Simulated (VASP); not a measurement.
# NbW: vibrations by perturbation theory with LDA

NbW:

```
CELL_PARAMETERS angstrom
1.58916 -2.24486 0.00000
1.58916 2.24486 0.00000
0.00000 0.00000 4.52283
ATOMIC_POSITIONS crystal
Nb 0.00000 0.00000 0.00000
W 0.50000 0.50000 0.50000
```

```
Program                : VASP 6.6.1
Task                   : vibrations by perturbation theory
Functional             : LDA
Potentials or basis    : VASP PAW LDA potentials, release 64 (Nb_sv, W_sv)
Cutoff                 : 520 eV
k mesh                 : 16 × 16 × 10
Occupations            : fermi-dirac, width 0.15 eV
Spin                   : no spin polarisation
Dipole correction      : no
Further INCAR settings : ALGO = Normal; EDIFF = 1e-08; IBRION = 8; NSW = 1
```

```yaml
Highest_phonon_frequency_at_Γ: 239 cm⁻¹
```

Phonon frequencies in cm⁻¹ (negative: imaginary):
```
              q point        frequencies
(0.000, 0.000, 0.000)  0 0 0 170 183 239
```

It took 75 min on 1 thread of Oxide Virtual Turin-like Processor, on a shared host, peak memory 0.54 GiB.
